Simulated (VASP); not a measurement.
Set up this calculation in VASP 6.6.1, as the native input.

| Quantity | Value |
| --- | --- |
| Task | single point |
| Functional | PBE |
| Potentials or basis | VASP PAW PBE potentials, release 64 (In_d) |
| Cutoff | 520 eV |
| k mesh | 9 × 9 × 12 |
| Occupations | fermi-dirac, width 0.08 eV |
| Spin | no spin polarisation |
| Dipole correction | no |
| Further INCAR settings | ALGO = Normal; EDIFF = 1e-07; NBANDS = 26 |

The structure of In lies in POSCAR:

```
In
1.0
    4.3332341077      0.0000000000      0.0000000000
   -2.1666170538      3.7526908178      0.0000000000
    0.0000000000      0.0000000000      2.5832304409
In
3
Direct
    0.0000000000      0.0000000000      0.0000000000
    0.3333333333      0.6666666667      0.5000000000
    0.6666666667      0.3333333333      0.5000000000
```

One way to write it, as run:

INCAR

```
PREC = Accurate
ENCUT = 520
EDIFF = 1E-7
ISMEAR = -1
SIGMA = 0.08
LREAL = False
LASPH = True
NELM = 80
ALGO = Normal
ISIF = 2
LWAVE = False
LCHARG = False
GGA = PE
NBANDS = 26
```

KPOINTS

```
Automatic mesh
0
Gamma
  9 9 12
```

Potentials or basis: VASP PAW PBE potentials, release 64 (In_d).

Run with:

```bash
$ cat potpaw_PBE.64/In_d/POTCAR > POTCAR
$ mpirun -np 1 vasp_std > vasp.out
```

It gave:

| Quantity | Value |
| --- | --- |
| Pressure | 140.5 GPa |

It took 26 s on 1 thread of Intel(R) Xeon(R) 6975P-C (Granite Rapids), on a shared host, peak memory 0.2 GiB.
